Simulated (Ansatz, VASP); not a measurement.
# Two plane-wave programs on Zn4O

Contents of INCAR:

```
PREC     = Accurate       # precision mode
ENCUT    = 600            # plane-wave cutoff, eV
EDIFF    = 1E-6           # SCF threshold, eV
ISMEAR   = 0              # smearing method
SIGMA    = 0.2            # smearing width, eV
LREAL    = F              # projectors in reciprocal space
LASPH    = T              # aspherical terms in the spheres
NELM     = 80             # most SCF steps
ALGO     = Normal         # electronic algorithm
ISIF     = 3              # what is computed and relaxed
LWAVE    = F              # write WAVECAR
LCHARG   = F              # write CHGCAR
GGA      = PE             # functional
IBRION   = 2              # ionic algorithm
NSW      = 36             # ionic steps
EDIFFG   = -0.08          # ionic threshold
```

The input KPOINTS:

```
regular mesh
0
Gamma
  4 4 4
```

The input POSCAR:

```
Zn4O
1.0
    4.1963681000      0.0000000000      0.0000000000
    0.0000000000      4.1963681000      0.0000000000
    0.0000000000      0.0000000000      4.1963681000
Zn O
4 1
Direct
    0.2500000000      0.2500000000      0.2500000000
    0.7500000000      0.7500000000      0.2500000000
    0.2500000000      0.7500000000      0.7500000000
    0.7500000000      0.2500000000      0.7500000000
    0.0000000000      0.0000000000      0.0000000000
```

Input for Ansatz:

```yaml
crystal:
  lattice:
    - [4.1963681, 0.0, 0.0]
    - [0.0, 4.1963681, 0.0]
    - [0.0, 0.0, 4.1963681]
  atoms:
    - { symbol: Zn, position: [0.25, 0.25, 0.25] }
    - { symbol: Zn, position: [0.75, 0.75, 0.25] }
    - { symbol: Zn, position: [0.25, 0.75, 0.75] }
    - { symbol: Zn, position: [0.75, 0.25, 0.75] }
    - { symbol: O, position: [0.0, 0.0, 0.0] }
basis:
  ecutwfc: 420
kpoints:
  mp_grid: { grid: [4, 4, 4] }
hamiltonian:
  xc: pbe
scf:
  occupations: { method: gaussian, width: 0.2 }
  lower_state_search: "off"
output:
  forces: true
  stress: true
  eigenvalues: true
relax:
  adjacent_minimum: "off"
  f_tol: 0.08
  max_steps: 16
  cell: { stress_tol: 0.8 }
```

Change from the starting cell: species swapped into the SnI4 type (P-43m, No. 215).

Alike in both runs: task relaxation of cell and atoms; functional PBE; k mesh 4 × 4 × 4; occupations gaussian, width 0.2 eV; no spin polarisation.

|  | VASP | Ansatz |
| --- | --- | --- |
| version | VASP 6.6.1 | Ansatz 0.2.0 |
| potentials or method | VASP PAW PBE potentials, release 64 (Zn, O), cutoff 600 eV | scalar-relativistic, plane waves, PAW |
| valence electrons in the cell | 54 | 54 |

```tsv
	VASP	Ansatz	Ansatz less VASP
gap on the k mesh at the Fermi level, each at its own relaxed structure (eV)	none	none	-
relaxed volume (Å³/atom)	14.73	14.64	-0.091
relaxed cell length with the largest relative difference (Å)	4.192	4.183	-0.0086
```

A gap of «none» marks a metal or a gap that the smearing closes.

The k mesh is coarse, so the values compare programs but aren't converged.
